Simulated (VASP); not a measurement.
# Si4B in VASP: further runs

Runs on Si4B. Level: PBE. Tasks: single point.

Program: VASP 6.6.1. These are calculated values, not measurements. Logs are shortened: lines on timing, memory, paths and dates and some standing lists are left out, and cuts for length are marked.

## Step 1: The cell of the first run

The structure is cubic, space group Pm-3m (No. 221). Conventional cell: a = 4.155 Å, b = 4.155 Å, c = 4.155 Å, α = 90.00°, β = 90.00°, γ = 90.00°. Si (site symmetry m-3m) has 12 Si at 2.94 Å and 8 B at 3.60 Å within 3.9 Å. Within 2.8 Å of Si (site symmetry 4/mmm) lie 2 B at 2.08 Å. Within 2.8 Å of B (site symmetry m-3m) lie 6 Si at 2.08 Å.

## Step 2: Single point, PBE

INCAR reads:

```
PREC     = Accurate       # precision mode
ENCUT    = 500            # plane-wave cutoff, eV
EDIFF    = 1E-6           # SCF threshold, eV
ISMEAR   = 0              # smearing method
SIGMA    = 0.2            # smearing width, eV
LREAL    = F              # projectors in reciprocal space
LASPH    = T              # aspherical terms in the spheres
NELM     = 120            # most SCF steps
ALGO     = Normal         # electronic algorithm
ISIF     = 2              # what is computed and relaxed
LWAVE    = F              # write WAVECAR
LCHARG   = T              # write CHGCAR
GGA      = PE             # functional
LELF     = T              # ELF
LVHAR    = T            
NBANDS   = 18             # bands
GGA_COMPAT= F
```

KPOINTS reads:

```
Automatic mesh
0
Gamma
  4 4 4
```

POSCAR reads:

```
Si4B
1.0
    4.1550547587      0.0000000000      0.0000000000
    0.0000000000      4.1550547587      0.0000000000
    0.0000000000      0.0000000000      4.1550547587
Si B
4 1
Direct
    0.0000000000      0.0000000000      0.0000000000
    0.5000000000      0.5000000000      0.0000000000
    0.5000000000      0.0000000000      0.5000000000
    0.0000000000      0.5000000000      0.5000000000
    0.5000000000      0.5000000000      0.5000000000
```

Potentials or basis: VASP PAW PBE potentials, release 64 (Si, B).

Launch:

```sh
cat potpaw_PBE.64/Si/POTCAR potpaw_PBE.64/B/POTCAR > POTCAR
mpirun -np 1 vasp_std > vasp.out
```

OUTCAR:

```text
PREC = Accurate
   ENCUT = 500
   EDIFF = 1E-6
   ISMEAR = 0
   LREAL = F
   LASPH = T
   NELM = 120
   ISIF = 2
   GGA = PE

 ion  position               nearest neighbor table
   1  0.000  0.000  0.000-   2 2.94   3 2.94   4 2.94   3 2.94   4 2.94   2 2.94   4 2.94   4 2.94
                             2 2.94   3 2.94   3 2.94   2 2.94
   2  0.500  0.500  0.000-   5 2.08   5 2.08   4 2.94   1 2.94   3 2.94   4 2.94   3 2.94   1 2.94
                             3 2.94   3 2.94   1 2.94   4 2.94   4 2.94   1 2.94
   3  0.500  0.000  0.500-   5 2.08   5 2.08   4 2.94   1 2.94   1 2.94   2 2.94   2 2.94   4 2.94
                             2 2.94   2 2.94   1 2.94   4 2.94   1 2.94   4 2.94
   4  0.000  0.500  0.500-   5 2.08   5 2.08   3 2.94   1 2.94   1 2.94   2 2.94   1 2.94   3 2.94
                             1 2.94   2 2.94   3 2.94   2 2.94   2 2.94   3 2.94
   5  0.500  0.500  0.500-   2 2.08   3 2.08   4 2.08   2 2.08   3 2.08   4 2.08

  LATTYP: Found a simple cubic cell.
 ALAT       =     4.1550547587

  Lattice vectors:

 A1 = (   4.1550547587,   0.0000000000,   0.0000000000)
 A2 = (   0.0000000000,   4.1550547587,   0.0000000000)
 A3 = (   0.0000000000,   0.0000000000,   4.1550547587)

Analysis of symmetry for initial positions (statically):
=====================================================================
 Subroutine PRICEL returns:
 Original cell was already a primitive cell.

 Routine SETGRP: Setting up the symmetry group for a
 simple cubic supercell.

 Subroutine GETGRP returns: Found 48 space group operations
 (whereof 48 operations were pure point group operations)
 out of a pool of 48 trial point group operations.

The static configuration has the point symmetry O_h .

Analysis of symmetry for dynamics (positions and initial velocities):
=====================================================================
 Subroutine PRICEL returns:
 Original cell was already a primitive cell.

 Routine SETGRP: Setting up the symmetry group for a
 simple cubic supercell.

 Subroutine GETGRP returns: Found 48 space group operations
 (whereof 48 operations were pure point group operations)
 out of a pool of 48 trial point group operations.

The dynamic configuration has the point symmetry O_h .

 Subroutine INISYM returns: Found 48 space group operations
 (whereof 48 operations are pure point group operations),
 and found     1 'primitive' translations

----------------------------------------------------------------------------------------

                                     Primitive cell

  volume of cell :      71.7349

  direct lattice vectors                    reciprocal lattice vectors
     4.155054759  0.000000000  0.000000000     0.240670715  0.000000000  0.000000000
     0.000000000  4.155054759  0.000000000     0.000000000  0.240670715  0.000000000
     0.000000000  0.000000000  4.155054759     0.000000000  0.000000000  0.240670715

  length of vectors
     4.155054759  4.155054759  4.155054759     0.240670715  0.240670715  0.240670715

  position of ions in fractional coordinates (direct lattice)
     0.000000000  0.000000000  0.000000000
     0.500000000  0.500000000  0.000000000
     0.500000000  0.000000000  0.500000000
     0.000000000  0.500000000  0.500000000
     0.500000000  0.500000000  0.500000000

  ion indices of the primitive-cell ions
   primitive index   ion index
                 1           1
                 2           2
                 3           3
                 4           4
                 5           5

----------------------------------------------------------------------------------------

 KPOINTS: Automatic mesh

Automatic generation of k-mesh.
 Grid dimensions read from file:
 generate k-points for:    4    4    4

 Generating k-lattice:

  Cartesian coordinates                     Fractional coordinates (reciprocal lattice)
     0.060167679  0.000000000  0.000000000     0.250000000  0.000000000  0.000000000
     0.000000000  0.060167679  0.000000000     0.000000000  0.250000000  0.000000000
     0.000000000  0.000000000  0.060167679     0.000000000  0.000000000  0.250000000

  Length of vectors
     0.060167679  0.060167679  0.060167679

  Shift w.r.t. Gamma in fractional coordinates (k-lattice)
     0.000000000  0.000000000  0.000000000

 Subroutine IBZKPT returns following result:
 ===========================================

 Found     10 irreducible k-points:

 Following reciprocal coordinates:
            Coordinates               Weight
  0.000000  0.000000  0.000000      1.000000
  0.250000  0.000000  0.000000      6.000000
  0.500000  0.000000  0.000000      3.000000
  0.250000  0.250000  0.000000     12.000000
  0.500000  0.250000  0.000000     12.000000
  0.500000  0.500000  0.000000      3.000000
  0.250000  0.250000  0.250000      8.000000
  0.500000  0.250000  0.250000     12.000000
  0.500000  0.500000  0.250000      6.000000
  0.500000  0.500000  0.500000      1.000000
   k-points           NKPTS =     10   k-points in BZ     NKDIM =     10   number of bands    NBANDS=     18
   number of dos      NEDOS =    301   number of ions     NIONS =      5
   total plane-waves  NPLWV =  27000
   dimension x,y,z NGX =    30 NGY =   30 NGZ =   30
   dimension x,y,z NGXF=    60 NGYF=   60 NGZF=   60
   ions per type =               4   1
   NGX,Y,Z   is equivalent  to a cutoff of  12.00, 12.00, 12.00 a.u.
   NGXF,Y,Z  is equivalent  to a cutoff of  24.01, 24.01, 24.01 a.u.
 SYSTEM =  unknown system
   PREC   = accura    normal or accurate (medium, high low for compatibility)
   ISTART =      0    job   : 0-new  1-cont  2-samecut
   ICHARG =      2    charge: 1-file 2-atom 10-const
   ISPIN  =      1    spin polarized calculation?
   LNONCOLLINEAR =      F non collinear calculations
   LSORBIT =      F    spin-orbit coupling
   LASPH  =      T    aspherical Exc in radial PAW
   ENCUT  =  500.0 eV  36.75 Ry    6.06 a.u.   7.58  7.58  7.58*2*pi/ulx,y,z
   NELM   =    120;   NELMIN=  2; NELMDL= -5     # of ELM steps
   EDIFF  = 0.1E-05   stopping-criterion for ELM
   LREAL  =      F    real-space projection
   EDIFFG = 0.1E-04   stopping-criterion for IOM
   NSW    =      0    number of steps for IOM
   IBRION =     -1    ionic relax: 0-MD 1-quasi-New 2-CG
   NFREE  =      0    steps in history (QN), initial steepest desc. (CG)
   ISIF   =      2    stress and relaxation
   ISYM   =      2    0-nonsym 1-usesym 2-fastsym
   POTIM  = 0.5000    time-step for ionic-motion
   TEBEG  =    0.0;   TEEND  =   0.0 temperature during run
   PSTRESS=    0.0 pullay stress
   NELECT =      19.0000    total number of electrons
   NUPDOWN=      -1.0000    fix difference up-down
   EMIN   =  10.00;   EMAX   =-10.00  energy-range for DOS
   EFERMI =   0.00;   METHOD = LEGACY
   ISMEAR =     0;   SIGMA  =   0.20  broadening in eV -4-tet -1-fermi 0-gaus
   EFERMI_NEDOS =   21; number of points for ismear=-14 and -15
   IALGO  =     38    algorithm
   IMIX   =      4    mixing-type and parameters
     AMIX     =   0.40;   BMIX     =  1.00
     AMIX_MAG =   1.60;   BMIX_MAG =  1.00
  volume/ion in A,a.u.               =      14.35        96.82
  Fermi-wavevector in a.u.,A,eV,Ry     =   1.051355  1.986772 15.039156  1.105347
  Thomas-Fermi vector in A             =   2.186395
   LORBIT       =      0    0 simple, 1 ext, 2 COOP (PROOUT), +10 PAW based schemes
   GGA     = PE    functional components
   LHFCALC =     F    Hartree Fock is set to
   AEXX    =    0.0000 exact exchange contribution
   IVDW    =     0    specifies the selected vdW correction
   LEPSILON=     F    determine dielectric tensor
   LRPA    =     F    only Hartree local field effects (RPA)
 non-spin polarized calculation
 Gauss-broadening in eV      SIGMA  =   0.20
  energy-cutoff  :      500.00
  volume of cell :       71.73
 maximum number of plane-waves:      1856
   NGX = 15   NGY = 15   NGZ = 15

 number of electron      18.9999995 magnetization

 Free energy of the ion-electron system (eV)
  ---------------------------------------------------
  ext. energy  EPLUGINS =         0.00000000
  ---------------------------------------------------
  free energy    TOTEN  =       -24.37956421 eV

  energy without entropy =      -24.33190760  energy(sigma->0) =      -24.35573591

 E-fermi :   8.3245     XC(G=0): -10.8124

 val. band max:        8.1942230337   @ k =   0.5000   0.2500   0.2500
 cond. band min:       8.3924265363   @ k =   0.5000   0.2500   0.2500
 fundamental gap:      0.1982035026
 Fermi energy:         8.3244660899

 k-point     1 :       0.0000    0.0000    0.0000
  band No.  band energies     occupation
      1      -5.5572      2.00000
      2       1.7959      2.00000
      3       2.1848      2.00000
      4       2.1848      2.00000
      5       2.1848      2.00000
      6       3.4800      2.00000
[... 10 lines left out ...]
     17      12.5090      0.00000
     18      13.9239      0.00000

 k-point     2 :       0.2500    0.0000    0.0000
  band No.  band energies     occupation
      1      -5.0995      2.00000
      2      -0.8443      2.00000
      3       2.5366      2.00000
      4       2.5366      2.00000
      5       2.7072      2.00000
      6       3.8384      2.00000
[... 10 lines left out ...]
     17      14.1902      0.00000
     18      14.9055      0.00000

 k-point     3 :       0.5000    0.0000    0.0000
  band No.  band energies     occupation
      1      -4.2163      2.00000
      2      -2.6703      2.00000
      3       3.0588      2.00000
      4       3.0588      2.00000
      5       3.6606      2.00000
      6       4.3602      2.00000
[... 10 lines left out ...]
     17      13.3861      0.00000
     18      14.0573      0.00000

 k-point     4 :       0.2500    0.2500    0.0000
  band No.  band energies     occupation
      1      -4.6479      2.00000
      2      -0.5578      2.00000
      3      -0.2134      2.00000
      4       2.8694      2.00000
      5       3.0317      2.00000
      6       4.4917      2.00000
[... 10 lines left out ...]
     17      15.2026      0.00000
     18      15.8575      0.00000

 k-point     5 :       0.5000    0.2500    0.0000
  band No.  band energies     occupation
      1      -3.7880      2.00000
      2      -2.1968      2.00000
      3       0.4806      2.00000
      4       1.8050      2.00000
      5       3.3450      2.00000
      6       4.8894      2.00000
[... 10 lines left out ...]
     17      15.8868      0.00000
     18      16.3636      0.00000

 k-point     6 :       0.5000    0.5000    0.0000
  band No.  band energies     occupation
      1      -3.0140      2.00000
      2      -1.2127      2.00000
      3      -1.2127      2.00000
      4      -0.0216      2.00000
      5       3.7222      2.00000
      6       5.6444      2.00000
[... 10 lines left out ...]
     17      15.1131      0.00000
     18      16.1008      0.00000

 k-point     7 :       0.2500    0.2500    0.2500
  band No.  band energies     occupation
      1      -4.2021      2.00000
      2      -0.2008      2.00000
      3       0.1592      2.00000
      4       0.1592      2.00000
      5       3.1768      2.00000
      6       5.1123      2.00000
[... 10 lines left out ...]
     17      14.7214      0.00000
     18      15.0676      0.00000

 k-point     8 :       0.5000    0.2500    0.2500
  band No.  band energies     occupation
      1      -3.3621      2.00000
      2      -1.7385      2.00000
      3       0.7215      2.00000
      4       0.9838      2.00000
      5       1.6883      2.00000
      6       3.6176      2.00000
[... 10 lines left out ...]
     17      14.4975      0.00000
     18      15.1787      0.00000

 k-point     9 :       0.5000    0.5000    0.2500
  band No.  band energies     occupation
      1      -2.5881      2.00000
      2      -0.8361      2.00000
      3      -0.8361      2.00000
      4       0.4653      2.00000
      5       1.4161      2.00000
      6       4.1671      2.00000
[... 10 lines left out ...]
     17      15.0123      0.00000
     18      15.7594      0.00000

 k-point    10 :       0.5000    0.5000    0.5000
  band No.  band energies     occupation
      1      -1.7790      2.00000
      2      -0.2660      2.00000
      3      -0.2660      2.00000
      4      -0.2660      2.00000
      5       1.5118      2.00000
      6       2.6391      2.00000
[... 10 lines left out ...]
     17      15.1144      0.00000
     18      15.1144      0.00000

------------------------ aborting loop because EDIFF is reached ----------------------------------------

  FORCE on cell =-STRESS in cart. coord.  units (eV):
  Direction    XX          YY          ZZ          XY          YZ          ZX
  --------------------------------------------------------------------------------------
  -------------------------------------------------------------------------------------
  Total        0.0102797      0.0102797      0.0102797      0.0000000     -0.0000000     -0.0000000
  in kB        0.2295933      0.2295933      0.2295933      0.0000000     -0.0000000     -0.0000000
  external PRESSURE =       0.2295933 kB  Pullay stress =       0.0000000 kB

 VOLUME and BASIS-vectors are now :
 -----------------------------------------------------------------------------
  energy-cutoff  :      500.00
  volume of cell :       71.73
      direct lattice vectors                 reciprocal lattice vectors
     4.155054759  0.000000000  0.000000000     0.240670715  0.000000000  0.000000000
     0.000000000  4.155054759  0.000000000     0.000000000  0.240670715  0.000000000
     0.000000000  0.000000000  4.155054759     0.000000000  0.000000000  0.240670715

 POSITION                                       TOTAL-FORCE (eV/Angst)
 -----------------------------------------------------------------------------------
      0.00000      0.00000      0.00000         0.000000      0.000000      0.000000
      2.07753      2.07753      0.00000         0.000000      0.000000      0.000000
      2.07753      0.00000      2.07753         0.000000      0.000000      0.000000
      0.00000      2.07753      2.07753         0.000000      0.000000      0.000000
      2.07753      2.07753      2.07753         0.000000      0.000000      0.000000
 -----------------------------------------------------------------------------------
    total drift:                                0.000000      0.000000     -0.000000

  FREE ENERGIE OF THE ION-ELECTRON SYSTEM (eV)
  ---------------------------------------------------
  free  energy   TOTEN  =       -24.3795642087 eV

  energy  without entropy=      -24.3319076041  energy(sigma->0) =      -24.35573591
```

Wall time 25 s (1 thread of Intel Xeon 8259CL, shared host); peak memory 0.16 GiB.

What came out:

```
Free energy : -24.3796 eV
Pressure    : 0.0 GPa
```

Caveat: the k points lie up to 0.38 Å⁻¹ apart.

(Part 1 of 2 ends here.)
